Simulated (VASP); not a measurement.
# SiO (Pm-3m) in VASP: settings compared, part 2 of 3

VASP 6.6.1. The steps go on from the part before.

**4. Single point, PBEsol**

This run uses another cell than the first one, of 10.66 Å³/atom, 0.964 times its volume.

File INCAR:

```
SYSTEM = SiO
  ALGO = Normal
  EDIFF = 1E-6
  ENCUT = 520
  GGA = PS
  ISIF = 2
  ISMEAR = -1
  LASPH = .True.
  LCHARG = .False.
  LREAL = .False.
  LWAVE = .False.
  NBANDS = 12
  NELM = 100
  PREC = Accurate
  SIGMA = 0.05
```

File KPOINTS:

```
k-points
0
Gamma
  9 9 9
  0 0 0
```

File POSCAR:

```
SiO
1.0
    2.7729158196      0.0000000000      0.0000000000
    0.0000000000      2.7729158196      0.0000000000
    0.0000000000      0.0000000000      2.7729158196
Si O
1 1
Direct
    0.0000000000      0.0000000000      0.0000000000
    0.5000000000      0.5000000000      0.5000000000
```

Potentials or basis: VASP PAW PBE potentials, release 64 (Si, O).

Started as:

```console
$ cat potpaw_PBE.64/Si/POTCAR potpaw_PBE.64/O/POTCAR > POTCAR
$ mpirun -np 1 vasp_std > vasp.out
```

OUTCAR:

```text
SYSTEM = SiO
   EDIFF = 1E-6
   ENCUT = 520
   GGA = PS
   ISIF = 2
   ISMEAR = -1
   LASPH = .True.
   LREAL = .False.
   NELM = 100
   PREC = Accurate

 ion  position               nearest neighbor table
   1  0.000  0.000  0.000-   2 2.40   2 2.40   2 2.40   2 2.40   2 2.40   2 2.40   2 2.40   2 2.40

   2  0.500  0.500  0.500-   1 2.40   1 2.40   1 2.40   1 2.40   1 2.40   1 2.40   1 2.40   1 2.40

  LATTYP: Found a simple cubic cell.
 ALAT       =     2.7729158196

  Lattice vectors:

 A1 = (   2.7729158196,   0.0000000000,   0.0000000000)
 A2 = (   0.0000000000,   2.7729158196,   0.0000000000)
 A3 = (   0.0000000000,   0.0000000000,   2.7729158196)

Analysis of symmetry for initial positions (statically):
=====================================================================
 Subroutine PRICEL returns:
 Original cell was already a primitive cell.

 Routine SETGRP: Setting up the symmetry group for a
 simple cubic supercell.

 Subroutine GETGRP returns: Found 48 space group operations
 (whereof 48 operations were pure point group operations)
 out of a pool of 48 trial point group operations.

The static configuration has the point symmetry O_h .

Analysis of symmetry for dynamics (positions and initial velocities):
=====================================================================
 Subroutine PRICEL returns:
 Original cell was already a primitive cell.

 Routine SETGRP: Setting up the symmetry group for a
 simple cubic supercell.

 Subroutine GETGRP returns: Found 48 space group operations
 (whereof 48 operations were pure point group operations)
 out of a pool of 48 trial point group operations.

The dynamic configuration has the point symmetry O_h .

 Subroutine INISYM returns: Found 48 space group operations
 (whereof 48 operations are pure point group operations),
 and found     1 'primitive' translations

----------------------------------------------------------------------------------------

                                     Primitive cell

  volume of cell :      21.3211

  direct lattice vectors                    reciprocal lattice vectors
     2.772915820  0.000000000  0.000000000     0.360631215  0.000000000  0.000000000
     0.000000000  2.772915820  0.000000000     0.000000000  0.360631215  0.000000000
     0.000000000  0.000000000  2.772915820     0.000000000  0.000000000  0.360631215

  length of vectors
     2.772915820  2.772915820  2.772915820     0.360631215  0.360631215  0.360631215

  position of ions in fractional coordinates (direct lattice)
     0.000000000  0.000000000  0.000000000
     0.500000000  0.500000000  0.500000000

  ion indices of the primitive-cell ions
   primitive index   ion index
                 1           1
                 2           2

----------------------------------------------------------------------------------------

 KPOINTS: k-points

Automatic generation of k-mesh.
 Grid dimensions read from file:
 generate k-points for:    9    9    9

 Generating k-lattice:

  Cartesian coordinates                     Fractional coordinates (reciprocal lattice)
     0.040070135  0.000000000  0.000000000     0.111111111  0.000000000  0.000000000
     0.000000000  0.040070135  0.000000000     0.000000000  0.111111111  0.000000000
     0.000000000  0.000000000  0.040070135     0.000000000  0.000000000  0.111111111

  Length of vectors
     0.040070135  0.040070135  0.040070135

  Shift w.r.t. Gamma in fractional coordinates (k-lattice)
     0.000000000  0.000000000  0.000000000

 Subroutine IBZKPT returns following result:
 ===========================================

 Found     35 irreducible k-points:

 Following reciprocal coordinates:
            Coordinates               Weight
  0.000000  0.000000  0.000000      1.000000
  0.111111  0.000000  0.000000      6.000000
  0.222222  0.000000  0.000000      6.000000
  0.333333  0.000000  0.000000      6.000000
  0.444444  0.000000  0.000000      6.000000
  0.111111  0.111111  0.000000     12.000000
[... 16 lines left out ...]
  0.333333  0.333333  0.111111     24.000000
  0.444444  0.333333  0.111111     48.000000
 [... further k-points ...]
   k-points           NKPTS =     35   k-points in BZ     NKDIM =     35   number of bands    NBANDS=     12
   number of dos      NEDOS =    301   number of ions     NIONS =      2
   total plane-waves  NPLWV =  13824
   dimension x,y,z NGX =    24 NGY =   24 NGZ =   24
   dimension x,y,z NGXF=    48 NGYF=   48 NGZF=   48
   ions per type =               1   1
   NGX,Y,Z   is equivalent  to a cutoff of  14.39, 14.39, 14.39 a.u.
   NGXF,Y,Z  is equivalent  to a cutoff of  28.78, 28.78, 28.78 a.u.
 SYSTEM =  SiO
   PREC   = accura    normal or accurate (medium, high low for compatibility)
   ISTART =      0    job   : 0-new  1-cont  2-samecut
   ICHARG =      2    charge: 1-file 2-atom 10-const
   ISPIN  =      1    spin polarized calculation?
   LNONCOLLINEAR =      F non collinear calculations
   LSORBIT =      F    spin-orbit coupling
   LASPH  =      T    aspherical Exc in radial PAW
   ENCUT  =  520.0 eV  38.22 Ry    6.18 a.u.   5.16  5.16  5.16*2*pi/ulx,y,z
   NELM   =    100;   NELMIN=  2; NELMDL= -5     # of ELM steps
   EDIFF  = 0.1E-05   stopping-criterion for ELM
   LREAL  =      F    real-space projection
   EDIFFG = 0.1E-04   stopping-criterion for IOM
   NSW    =      0    number of steps for IOM
   IBRION =     -1    ionic relax: 0-MD 1-quasi-New 2-CG
   NFREE  =      0    steps in history (QN), initial steepest desc. (CG)
   ISIF   =      2    stress and relaxation
   ISYM   =      2    0-nonsym 1-usesym 2-fastsym
   POTIM  = 0.5000    time-step for ionic-motion
   TEBEG  =    0.0;   TEEND  =   0.0 temperature during run
   PSTRESS=    0.0 pullay stress
   NELECT =      10.0000    total number of electrons
   NUPDOWN=      -1.0000    fix difference up-down
   EMIN   =  10.00;   EMAX   =-10.00  energy-range for DOS
   EFERMI =   0.00;   METHOD = LEGACY
   ISMEAR =    -1;   SIGMA  =   0.05  broadening in eV -4-tet -1-fermi 0-gaus
   EFERMI_NEDOS =   21; number of points for ismear=-14 and -15
   IALGO  =     38    algorithm
   IMIX   =      4    mixing-type and parameters
     AMIX     =   0.40;   BMIX     =  1.00
     AMIX_MAG =   1.60;   BMIX_MAG =  1.00
  volume/ion in A,a.u.               =      10.66        71.94
  Fermi-wavevector in a.u.,A,eV,Ry     =   1.271954  2.403645 22.012424  1.617868
  Thomas-Fermi vector in A             =   2.404859
   LORBIT       =      0    0 simple, 1 ext, 2 COOP (PROOUT), +10 PAW based schemes
   GGA     = PS    functional components
   LHFCALC =     F    Hartree Fock is set to
   AEXX    =    0.0000 exact exchange contribution
   IVDW    =     0    specifies the selected vdW correction
   LEPSILON=     F    determine dielectric tensor
   LRPA    =     F    only Hartree local field effects (RPA)
 non-spin polarized calculation
  energy-cutoff  :      520.00
  volume of cell :       21.32
 maximum number of plane-waves:       587
 NGX is ok and might be reduce to    24
   NGX = 11   NGY = 11   NGZ = 11

 number of electron      10.0000000 magnetization

 number of electron       9.9999998 magnetization

 Free energy of the ion-electron system (eV)
  ---------------------------------------------------
  ext. energy  EPLUGINS =         0.00000000
  ---------------------------------------------------
  free energy    TOTEN  =       -11.23263234 eV

  energy without entropy =      -11.22947022  energy(sigma->0) =      -11.23105128

 E-fermi :   8.5892     XC(G=0): -11.7693

 val. band max:        8.3673104859   @ k =   0.2222   0.2222   0.2222
 cond. band min:       8.6461274764   @ k =   0.4444   0.1111   0.1111
 fundamental gap:      0.2788169905
 Fermi energy:         8.5891993117

 k-point     1 :       0.0000    0.0000    0.0000
  band No.  band energies     occupation
      1     -11.6821      2.00000
      2       1.7071      2.00000
      3       5.0380      2.00000
      4       5.0380      2.00000
      5       5.0380      2.00000
      6      14.3044      0.00000
      7      14.3044      0.00000
      8      16.9615      0.00000
      9      16.9615      0.00000
     10      16.9615      0.00000
     11      27.9234      0.00000
     12      27.9234      0.00000
[... 331 lines left out ...]
 k-point    24 :       0.4444    0.3333    0.1111
  band No.  band energies     occupation
      1      -9.7231      2.00000
      2      -0.2391      2.00000
      3       1.8998      2.00000
      4       5.6786      2.00000
      5       5.8586      2.00000
      6      11.2011      0.00000
      7      11.9654      0.00000
      8      16.0515      0.00000
      9      18.7708      0.00000
     10      22.0070      0.00000
     11      22.8704      0.00000
     12      24.0664      0.00000

 [... further k-points ...]
[... 5 lines left out ...]
  --------------------------------------------------------------------------------------
  -------------------------------------------------------------------------------------
  Total        0.0080598      0.0080598      0.0080598     -0.0000000     -0.0000000      0.0000000
  in kB        0.6056556      0.6056556      0.6056556     -0.0000000     -0.0000000      0.0000000
  external PRESSURE =       0.6056556 kB  Pullay stress =       0.0000000 kB

 VOLUME and BASIS-vectors are now :
 -----------------------------------------------------------------------------
  energy-cutoff  :      520.00
  volume of cell :       21.32
      direct lattice vectors                 reciprocal lattice vectors
     2.772915820  0.000000000  0.000000000     0.360631215  0.000000000  0.000000000
     0.000000000  2.772915820  0.000000000     0.000000000  0.360631215  0.000000000
     0.000000000  0.000000000  2.772915820     0.000000000  0.000000000  0.360631215

 POSITION                                       TOTAL-FORCE (eV/Angst)
 -----------------------------------------------------------------------------------
      0.00000      0.00000      0.00000         0.000000      0.000000      0.000000
      1.38646      1.38646      1.38646         0.000000      0.000000      0.000000
 -----------------------------------------------------------------------------------
    total drift:                                0.000000     -0.000000     -0.000000

  FREE ENERGIE OF THE ION-ELECTRON SYSTEM (eV)
  ---------------------------------------------------
  free  energy   TOTEN  =       -11.2326323387 eV

  energy  without entropy=      -11.2294702191  energy(sigma->0) =      -11.23105128
```

OSZICAR:

```text
N       E                     dE             d eps       ncg     rms          rms(c)
DAV:   1     0.205878000002E+02    0.20588E+02   -0.51502E+03   856   0.721E+02
DAV:   2    -0.112090955843E+02   -0.31797E+02   -0.30071E+02  1056   0.148E+02
DAV:   3    -0.122601005737E+02   -0.10510E+01   -0.10488E+01  1036   0.234E+01
DAV:   4    -0.122629460287E+02   -0.28455E-02   -0.28454E-02   908   0.154E+00
DAV:   5    -0.122629550643E+02   -0.90356E-05   -0.90361E-05  1008   0.827E-02    0.630E+00
DAV:   6    -0.114031707368E+02    0.85978E+00   -0.10326E+01   840   0.170E+01    0.380E+00
DAV:   7    -0.112482855599E+02    0.15489E+00   -0.10513E+00   852   0.541E+00    0.124E+00
DAV:   8    -0.112355471288E+02    0.12738E-01   -0.12619E-01   896   0.221E+00    0.329E-01
DAV:   9    -0.112326078371E+02    0.29393E-02   -0.13108E-02   880   0.531E-01    0.769E-02
DAV:  10    -0.112326333449E+02   -0.25508E-04   -0.24431E-04  1000   0.121E-01    0.297E-02
DAV:  11    -0.112326321212E+02    0.12237E-05   -0.19108E-05   928   0.298E-02    0.433E-03
DAV:  12    -0.112326323387E+02   -0.21746E-06   -0.35322E-06   544   0.108E-02
   1 F= -.11232632E+02 E0= -.11231051E+02  d E =-.316212E-02
```

stdout:

```text
POSCAR found type information on POSCAR SiO
 POSCAR found :  2 types and       2 ions
 scaLAPACK will be used
 -----------------------------------------------------------------------------
|                                                                             |
|                                                                             |
|     You enforced a specific xc type in the INCAR file but a different       |
|     I HOPE YOU KNOW WHAT YOU ARE DOING!                                     |
|                                                                             |
 -----------------------------------------------------------------------------

 LDA part: xc-table for (Slater+PW92), standard interpolation
 POSCAR, INCAR and KPOINTS ok, starting setup
 FFT: planning ... GRIDC
 FFT: planning ... GRID_SOFT
 FFT: planning ... GRID
 WAVECAR not read
 entering main loop
```

Wall time 15 s (1 thread of AMD EPYC 7R13, shared host); peak memory 0.1 GiB.

What came out:

```yaml
Free_energy: -11.2326 eV
Pressure: 0.1 GPa
Band_gap_on_the_k_mesh: zero (band 5 reaches 8.65 eV, above the bottom of band 6 at 7.88 eV)
```

Levels at points of the mesh, in eV from the Fermi level:
| k point | band 3 | band 4 | band 5 | band 6 | band 7 | band 8 |
| --- | --- | --- | --- | --- | --- | --- |
| (0.00, 0.00, 0.00) | -3.55 | -3.55 | -3.55 | 5.72 | 5.72 | 8.37 |

Caveat: the PAW data sets were made with another functional, which shifts forces and pressure a little.

**5. Single point, PBEsol+D3(BJ)**

This run uses another cell than the first one, of 10.43 Å³/atom, 0.943 times its volume.

File INCAR:

```
PREC     = Accurate       # precision mode
ENCUT    = 520            # plane-wave cutoff, eV
EDIFF    = 1E-6           # SCF threshold, eV
ISMEAR   = -1             # smearing method
SIGMA    = 0.05           # smearing width, eV
LREAL    = F              # projectors in reciprocal space
LASPH    = T              # aspherical terms in the spheres
NELM     = 100            # most SCF steps
ALGO     = Normal         # electronic algorithm
ISIF     = 2              # what is computed and relaxed
LWAVE    = F              # write WAVECAR
LCHARG   = T              # write CHGCAR
GGA      = PS             # functional
IVDW     = 12             # dispersion correction
LELF     = T              # ELF
LVHAR    = T            
NBANDS   = 12             # bands
```

File KPOINTS:

```
regular mesh
0
Gamma
  9 9 9
```

File POSCAR:

```
SiO
1.0
    2.7527061596      0.0000000000      0.0000000000
    0.0000000000      2.7527061596      0.0000000000
    0.0000000000      0.0000000000      2.7527061596
Si O
1 1
Direct
    0.0000000000      0.0000000000      0.0000000000
    0.5000000000      0.5000000000      0.5000000000
```

Potentials or basis: VASP PAW PBE potentials, release 64 (Si, O).

Started as:

```console
$ cat potpaw_PBE.64/Si/POTCAR potpaw_PBE.64/O/POTCAR > POTCAR
$ mpirun -np 1 vasp_std > vasp.out
```

OUTCAR:

```text
PREC = Accurate
   ENCUT = 520
   EDIFF = 1E-6
   ISMEAR = -1
   LREAL = F
   LASPH = T
   NELM = 100
   ISIF = 2
   GGA = PS
   IVDW = 12
 IVDW          = 12

 ion  position               nearest neighbor table
   1  0.000  0.000  0.000-   2 2.38   2 2.38   2 2.38   2 2.38   2 2.38   2 2.38   2 2.38   2 2.38

   2  0.500  0.500  0.500-   1 2.38   1 2.38   1 2.38   1 2.38   1 2.38   1 2.38   1 2.38   1 2.38

  LATTYP: Found a simple cubic cell.
 ALAT       =     2.7527061596

  Lattice vectors:

[... 548 lines left out ...]
------------------------ aborting loop because EDIFF is reached ----------------------------------------

 Edisp (eV)   -0.41329

 E8    (eV) :    -0.2433

  FORCE on cell =-STRESS in cart. coord.  units (eV):
  Direction    XX          YY          ZZ          XY          YZ          ZX
  --------------------------------------------------------------------------------------
  -------------------------------------------------------------------------------------
  Total       0.00678     0.00678     0.00678     0.00000    -0.00000     0.00000
  in kB       0.52098     0.52098     0.52098     0.00000    -0.00000     0.00000
  external pressure =        0.52 kB  Pullay stress =        0.00 kB

 VOLUME and BASIS-vectors are now :
 -----------------------------------------------------------------------------
  energy-cutoff  :      520.00
  volume of cell :       20.86
      direct lattice vectors                 reciprocal lattice vectors
     2.752706160  0.000000000  0.000000000     0.363278876  0.000000000  0.000000000
     0.000000000  2.752706160  0.000000000     0.000000000  0.363278876  0.000000000
     0.000000000  0.000000000  2.752706160     0.000000000  0.000000000  0.363278876

 POSITION                                       TOTAL-FORCE (eV/Angst)
 -----------------------------------------------------------------------------------
      0.00000      0.00000      0.00000         0.000000      0.000000      0.000000
      1.37635      1.37635      1.37635         0.000000      0.000000      0.000000
 -----------------------------------------------------------------------------------
    total drift:                                0.000000      0.000000      0.000000

  FREE ENERGIE OF THE ION-ELECTRON SYSTEM (eV)
  ---------------------------------------------------
  free  energy   TOTEN  =       -11.6407838064 eV

  energy  without entropy=      -11.6373388793  energy(sigma->0) =      -11.63906134
```

OSZICAR:

```text
N       E                     dE             d eps       ncg     rms          rms(c)
DAV:   1     0.197494319249E+02    0.19749E+02   -0.51917E+03   872   0.727E+02
DAV:   2    -0.111869400174E+02   -0.30936E+02   -0.29575E+02  1080   0.146E+02
DAV:   3    -0.122197944587E+02   -0.10329E+01   -0.10317E+01  1020   0.229E+01
DAV:   4    -0.122226537711E+02   -0.28593E-02   -0.28592E-02   928   0.152E+00
DAV:   5    -0.122226629379E+02   -0.91668E-05   -0.91668E-05  1000   0.807E-02    0.627E+00
DAV:   6    -0.113845151569E+02    0.83815E+00   -0.97732E+00   840   0.168E+01    0.370E+00
DAV:   7    -0.112418119093E+02    0.14270E+00   -0.95738E-01   856   0.525E+00    0.126E+00
DAV:   8    -0.112299641675E+02    0.11848E-01   -0.11054E-01   900   0.209E+00    0.308E-01
DAV:   9    -0.112274702207E+02    0.24939E-02   -0.10797E-02   900   0.489E-01    0.718E-02
DAV:  10    -0.112274932335E+02   -0.23013E-04   -0.19141E-04   992   0.108E-01    0.281E-02
DAV:  11    -0.112274934820E+02   -0.24858E-06   -0.16257E-05   940   0.266E-02    0.397E-03
DAV:  12    -0.112274936474E+02   -0.16532E-06   -0.27440E-06   548   0.961E-03
   1 F= -.11640784E+02 E0= -.11639061E+02  d E =-.344493E-02
```

It took 11 s on 1 thread of AMD EPYC 7R13, shared host; peak memory 0.1 GiB.

Results:

| Quantity | Value |
| --- | --- |
| Free energy | -11.6408 eV |
| Pressure | 0.1 GPa |
| Band gap on the k mesh | zero (band 5 reaches 9.00 eV, above the bottom of band 6 at 8.15 eV) |
| Dispersion energy per atom | -0.207 eV |

Caveat: the PAW data sets were made with another functional, which shifts forces and pressure a little; pairwise dispersion overbinds metals, which lowers pressure and volume.

(Continued in part 3 of 3.)
